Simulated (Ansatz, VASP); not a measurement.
**One calculation of NaRuS3, two programs**

The input INCAR:

```
SYSTEM = NaRuS3
PREC = Accurate ; ENCUT = 600
EDIFF = 1E-6 ; ISMEAR = 0
SIGMA = 0.1 ; LREAL = .False.
LASPH = .True. ; NELM = 60
ALGO = Normal ; ISIF = 3
LWAVE = .False. ; LCHARG = .False.
GGA = PE ; IBRION = 2
NSW = 100 ; EDIFFG = -0.01
```

File KPOINTS:

```
regular mesh
0
Gamma
  8 8 8
  0 0 0
```

POSCAR

```
NaRuS3
1.0
    4.6843680110      0.0000000000      0.0000000000
    0.0000000000      4.6843680110      0.0000000000
    0.0000000000      0.0000000000      4.6843680110
Na Ru S
1 1 3
Direct
    0.0000000000      0.0000000000      0.0000000000
    0.5000000000      0.5000000000      0.5000000000
    0.5000000000      0.5000000000      0.0000000000
    0.5000000000      0.0000000000      0.5000000000
    0.0000000000      0.5000000000      0.5000000000
```

Input for Ansatz:

```yaml
crystal:
  lattice:
    - [4.684368011, 0.0, 0.0]
    - [0.0, 4.684368011, 0.0]
    - [0.0, 0.0, 4.684368011]
  atoms:
    - { symbol: Na, position: [0.0, 0.0, 0.0] }
    - { symbol: Ru, position: [0.5, 0.5, 0.5] }
    - { symbol: S, position: [0.5, 0.5, 0.0] }
    - { symbol: S, position: [0.5, 0.0, 0.5] }
    - { symbol: S, position: [0.0, 0.5, 0.5] }
basis:
  ecutwfc: 420
kpoints:
  mp_grid: { grid: [8, 8, 8] }
hamiltonian:
  xc: pbe
scf:
  occupations: { method: gaussian, width: 0.1 }
output:
  forces: true
  stress: true
  eigenvalues: true
relax:
  adjacent_minimum: "off"
  f_tol: 0.01
  max_steps: 80
  cell: { stress_tol: 0.05 }
```

Alike in both runs: task relaxation of cell and atoms; functional PBE; k mesh 8 × 8 × 8; occupations gaussian, width 0.1 eV; no spin polarisation.

|  | VASP | Ansatz |
| --- | --- | --- |
| version | VASP 6.6.1 | Ansatz 0.2.0 |
| potentials or method | VASP PAW PBE potentials, release 64 (Na_pv, Ru_pv, S), cutoff 600 eV | scalar-relativistic, plane waves, PAW |
| valence electrons in the cell | 39 | 43 |

```csv
,VASP,Ansatz,Ansatz less VASP
"gap on the k mesh at the Fermi level, each at its own relaxed structure (eV)",none,none,-
relaxed volume (Å³/atom),20.66,20.69,+0.031
relaxed length of the cell vector where the two differ most in proportion (Å),4.692,4.695,+0.0024
```

A gap of «none» marks a metal or a gap that the smearing closes. VASP's potentials hold 39 valence electrons a cell and Ansatz's 43, so a difference there can come from the potentials and not from the codes.

Noted on VASP's run: too few bands were computed for a metal, which touches its energy and stress.
